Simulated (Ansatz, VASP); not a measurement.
**Two plane-wave programs on CaH**

```
CELL_PARAMETERS angstrom
3.31390 0.00000 0.00000
0.00000 3.73067 0.00000
0.00000 0.00000 4.69674
ATOMIC_POSITIONS crystal
Ca 0.00000 0.50000 0.00000
H 0.50000 0.00000 0.00000
```

Alike in both runs: task single point; functional PBE; k mesh 6 × 6 × 4; occupations gaussian, width 0.1 eV; no spin polarisation.

|  | VASP | Ansatz |
| --- | --- | --- |
| version | VASP 6.6.1 | Ansatz 0.2.0 |
| potentials or method | VASP PAW PBE potentials, release 64 (Ca_sv, H), cutoff 520 eV | scalar-relativistic, plane waves, PAW |
| valence electrons in the cell | 11 | 11 |

VASP gave:

| Item | Value |
| --- | --- |
| gap on the k mesh at the Fermi level (eV) | none |
| pressure (GPa) | -2.8 |
| traceless stress, the component that is largest in VASP (GPa) | -1.76 |

**Question.** Which values does Ansatz return?

**Answer.** gap on the k mesh at the Fermi level (eV): none; pressure (GPa): -2.8; traceless stress, the component that is largest in VASP (GPa): -1.78.

A gap of «none» marks a metal or a gap that the smearing closes.
